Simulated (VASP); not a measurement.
# Ti3Ni (Pm-3m) in VASP: single point with LDA

Aim: the single point of Ti3Ni with LDA.

Everything below comes from runs of VASP 6.6.1. Logs are shortened: lines on timing, memory, paths and dates and some standing lists are left out, and cuts for length are marked.

## (1) The cell of the first run

Symmetry: Pm-3m, No. 221, cubic system. Conventional cell: a = 3.941 Å, b = 3.941 Å, c = 3.941 Å, α = 90.00°, β = 90.00°, γ = 90.00°. Ti (site symmetry 4/mmm) has 8 Ti at 2.79 Å and 4 Ni at 2.79 Å within 3.7 Å. Within 3.7 Å of Ni (site symmetry m-3m) lie 12 Ti at 2.79 Å.

## (2) Single point, LDA

INCAR reads:

```
  PREC = Accurate
  ENCUT = 520
  EDIFF = 1E-6
  ISMEAR = 0
  SIGMA = 0.1
  LREAL = False
  LASPH = True
  NELM = 60
  ALGO = Normal
  ISIF = 2
  LWAVE = False
  LCHARG = False
  NBANDS = 31
```

KPOINTS reads:

```
regular mesh
0
Gamma
  10 10 10
```

POSCAR reads:

```
Ti3Ni
1.0
    3.9408144039      0.0000000000      0.0000000000
    0.0000000000      3.9408144039      0.0000000000
    0.0000000000      0.0000000000      3.9408144039
Ti Ni
3 1
Direct
    0.0000000000      0.5000000000      0.5000000000
    0.5000000000      0.0000000000      0.5000000000
    0.5000000000      0.5000000000      0.0000000000
    0.0000000000      0.0000000000      0.0000000000
```

Potentials or basis: VASP PAW LDA potentials, release 64 (Ti_sv, Ni).

On the command line:

```console
$ cat potpaw_LDA.64/Ti_sv/POTCAR potpaw_LDA.64/Ni/POTCAR > POTCAR
$ mpirun -np 1 vasp_std > vasp.out
```

OUTCAR:

```text
PREC = Accurate
   ENCUT = 520
   EDIFF = 1E-6
   ISMEAR = 0
   LREAL = False
   LASPH = True
   NELM = 60
   ISIF = 2

 ion  position               nearest neighbor table
   1  0.000  0.500  0.500-   2 2.79   3 2.79   4 2.79   3 2.79   4 2.79   2 2.79   4 2.79   4 2.79
                             2 2.79   3 2.79   3 2.79   2 2.79
   2  0.500  0.000  0.500-   1 2.79   3 2.79   4 2.79   3 2.79   4 2.79   1 2.79   3 2.79   3 2.79
                             1 2.79   4 2.79   4 2.79   1 2.79
   3  0.500  0.500  0.000-   1 2.79   2 2.79   4 2.79   1 2.79   2 2.79   2 2.79   4 2.79   2 2.79
                             1 2.79   4 2.79   1 2.79   4 2.79
   4  0.000  0.000  0.000-   1 2.79   2 2.79   3 2.79   1 2.79   2 2.79   1 2.79   3 2.79   1 2.79
                             2 2.79   3 2.79   2 2.79   3 2.79

  LATTYP: Found a simple cubic cell.
 ALAT       =     3.9408144039

  Lattice vectors:

 A1 = (   3.9408144039,   0.0000000000,   0.0000000000)
 A2 = (   0.0000000000,   3.9408144039,   0.0000000000)
 A3 = (   0.0000000000,   0.0000000000,   3.9408144039)

Analysis of symmetry for initial positions (statically):
=====================================================================
 Subroutine PRICEL returns:
 Original cell was already a primitive cell.

 Routine SETGRP: Setting up the symmetry group for a
 simple cubic supercell.

 Subroutine GETGRP returns: Found 48 space group operations
 (whereof 48 operations were pure point group operations)
 out of a pool of 48 trial point group operations.

The static configuration has the point symmetry O_h .

Analysis of symmetry for dynamics (positions and initial velocities):
=====================================================================
 Subroutine PRICEL returns:
 Original cell was already a primitive cell.

 Routine SETGRP: Setting up the symmetry group for a
 simple cubic supercell.

 Subroutine GETGRP returns: Found 48 space group operations
 (whereof 48 operations were pure point group operations)
 out of a pool of 48 trial point group operations.

The dynamic configuration has the point symmetry O_h .

 Subroutine INISYM returns: Found 48 space group operations
 (whereof 48 operations are pure point group operations),
 and found     1 'primitive' translations

----------------------------------------------------------------------------------------

                                     Primitive cell

  volume of cell :      61.2009

  direct lattice vectors                    reciprocal lattice vectors
[... 89 lines left out ...]
   ENCUT  =  520.0 eV  38.22 Ry    6.18 a.u.   7.33  7.33  7.33*2*pi/ulx,y,z
   NELM   =     60;   NELMIN=  2; NELMDL= -5     # of ELM steps
   EDIFF  = 0.1E-05   stopping-criterion for ELM
   LREAL  =      F    real-space projection
   EDIFFG = 0.1E-04   stopping-criterion for IOM
   NSW    =      0    number of steps for IOM
   IBRION =     -1    ionic relax: 0-MD 1-quasi-New 2-CG
   NFREE  =      0    steps in history (QN), initial steepest desc. (CG)
   ISIF   =      2    stress and relaxation
   ISYM   =      2    0-nonsym 1-usesym 2-fastsym
   POTIM  = 0.5000    time-step for ionic-motion
   TEBEG  =    0.0;   TEEND  =   0.0 temperature during run
   PSTRESS=    0.0 pullay stress
   NELECT =      46.0000    total number of electrons
   NUPDOWN=      -1.0000    fix difference up-down
   EMIN   =  10.00;   EMAX   =-10.00  energy-range for DOS
   EFERMI =   0.00;   METHOD = LEGACY
   ISMEAR =     0;   SIGMA  =   0.10  broadening in eV -4-tet -1-fermi 0-gaus
   EFERMI_NEDOS =   21; number of points for ismear=-14 and -15
   IALGO  =     38    algorithm
   IMIX   =      4    mixing-type and parameters
     AMIX     =   0.40;   BMIX     =  1.00
     AMIX_MAG =   1.60;   BMIX_MAG =  1.00
  volume/ion in A,a.u.               =      15.30       103.25
  Fermi-wavevector in a.u.,A,eV,Ry     =   1.488475  2.812809 30.144482  2.215557
  Thomas-Fermi vector in A             =   2.601505
   LORBIT       =      0    0 simple, 1 ext, 2 COOP (PROOUT), +10 PAW based schemes
   GGA     = CA    functional components
   LHFCALC =     F    Hartree Fock is set to
   AEXX    =    0.0000 exact exchange contribution
   IVDW    =     0    specifies the selected vdW correction
   LEPSILON=     F    determine dielectric tensor
   LRPA    =     F    only Hartree local field effects (RPA)
 non-spin polarized calculation
 Gauss-broadening in eV      SIGMA  =   0.10
  energy-cutoff  :      520.00
  volume of cell :       61.20
 maximum number of plane-waves:      1671
 NGX is ok and might be reduce to    30
   NGX = 15   NGY = 15   NGZ = 15

 number of electron      45.9999979 magnetization

 Free energy of the ion-electron system (eV)
  ---------------------------------------------------
  ext. energy  EPLUGINS =         0.00000000
  ---------------------------------------------------
  free energy    TOTEN  =       -32.49664376 eV

  energy without entropy =      -32.45669461  energy(sigma->0) =      -32.47666918

 E-fermi :   8.3962     XC(G=0): -12.2518

 val. band max:        8.3950498182   @ k =   0.5000   0.4000   0.2000
 cond. band min:       8.4096875501   @ k =   0.4000   0.4000   0.0000
 fundamental gap:      0.0146377318
 Fermi energy:         8.3962257646

 k-point     1 :       0.0000    0.0000    0.0000
  band No.  band energies     occupation
      1     -47.5819      2.00000
      2     -47.3732      2.00000
      3     -47.3732      2.00000
      4     -24.4478      2.00000
      5     -24.4478      2.00000
      6     -24.4478      2.00000
[... 805 lines left out ...]
     30      10.9511      0.00000
     31      11.3411      0.00000

 [... further k-points ...]
[... 5 lines left out ...]
  --------------------------------------------------------------------------------------
  -------------------------------------------------------------------------------------
  Total       -3.9063069     -3.9063069     -3.9063069     -0.0000000     -0.0000000      0.0000000
  in kB     -102.2631108   -102.2631108   -102.2631108     -0.0000000     -0.0000000      0.0000000
  external PRESSURE =    -102.2631108 kB  Pullay stress =       0.0000000 kB

 VOLUME and BASIS-vectors are now :
 -----------------------------------------------------------------------------
  energy-cutoff  :      520.00
  volume of cell :       61.20
      direct lattice vectors                 reciprocal lattice vectors
     3.940814404  0.000000000  0.000000000     0.253754655  0.000000000  0.000000000
     0.000000000  3.940814404  0.000000000     0.000000000  0.253754655  0.000000000
     0.000000000  0.000000000  3.940814404     0.000000000  0.000000000  0.253754655

 POSITION                                       TOTAL-FORCE (eV/Angst)
 -----------------------------------------------------------------------------------
      0.00000      1.97041      1.97041         0.000000      0.000000      0.000000
      1.97041      0.00000      1.97041         0.000000      0.000000      0.000000
      1.97041      1.97041      0.00000         0.000000      0.000000      0.000000
      0.00000      0.00000      0.00000         0.000000      0.000000      0.000000
 -----------------------------------------------------------------------------------
    total drift:                                0.000000      0.000000     -0.000000

  FREE ENERGIE OF THE ION-ELECTRON SYSTEM (eV)
  ---------------------------------------------------
  free  energy   TOTEN  =       -32.4966437557 eV

  energy  without entropy=      -32.4566946131  energy(sigma->0) =      -32.47666918
```

OSZICAR:

```text
N       E                     dE             d eps       ncg     rms          rms(c)
DAV:   1     0.528997286323E+03    0.52900E+03   -0.22730E+04  3520   0.190E+03
DAV:   2     0.279469428256E+02   -0.50105E+03   -0.48883E+03  3493   0.525E+02
DAV:   3    -0.305385579769E+02   -0.58486E+02   -0.56119E+02  5662   0.160E+02
DAV:   4    -0.369993991658E+02   -0.64608E+01   -0.63503E+01  5487   0.472E+01
DAV:   5    -0.372784984587E+02   -0.27910E+00   -0.27892E+00  4926   0.866E+00    0.198E+01
DAV:   6    -0.382900573333E+02   -0.10116E+01   -0.65385E+01  4331   0.941E+01    0.233E+01
DAV:   7    -0.325447549116E+02    0.57453E+01   -0.25248E+01  4590   0.453E+01    0.761E+00
DAV:   8    -0.325686748577E+02   -0.23920E-01   -0.35204E+00  5402   0.181E+01    0.420E+00
DAV:   9    -0.324786630229E+02    0.90012E-01   -0.82648E-01  5461   0.884E+00    0.233E+00
DAV:  10    -0.325026568921E+02   -0.23994E-01   -0.20287E-01  4874   0.451E+00    0.116E+00
DAV:  11    -0.324962390120E+02    0.64179E-02   -0.49790E-02  5171   0.262E+00    0.160E-01
DAV:  12    -0.324969019331E+02   -0.66292E-03   -0.57601E-03  4943   0.438E-01    0.158E-01
DAV:  13    -0.324966405556E+02    0.26138E-03   -0.61627E-04  5433   0.299E-01    0.410E-02
DAV:  14    -0.324966489110E+02   -0.83554E-05   -0.45866E-05  4679   0.552E-02    0.279E-02
DAV:  15    -0.324966434883E+02    0.54227E-05   -0.26007E-05  5247   0.543E-02    0.754E-03
DAV:  16    -0.324966437557E+02   -0.26741E-06   -0.17623E-06  3593   0.836E-03
   1 F= -.32496644E+02 E0= -.32476669E+02  d E =-.399491E-01
```

It took 78 s on 1 thread of Intel Xeon Platinum 8488C (Sapphire Rapids), shared host; peak memory 0.2 GiB.

Results:

| Quantity | Value |
| --- | --- |
| Free energy | -32.4966 eV |
| Pressure | -10.2 GPa |
| Band gap on the k mesh | zero (band 23 reaches 8.98 eV, above the bottom of band 24 at 8.26 eV) |
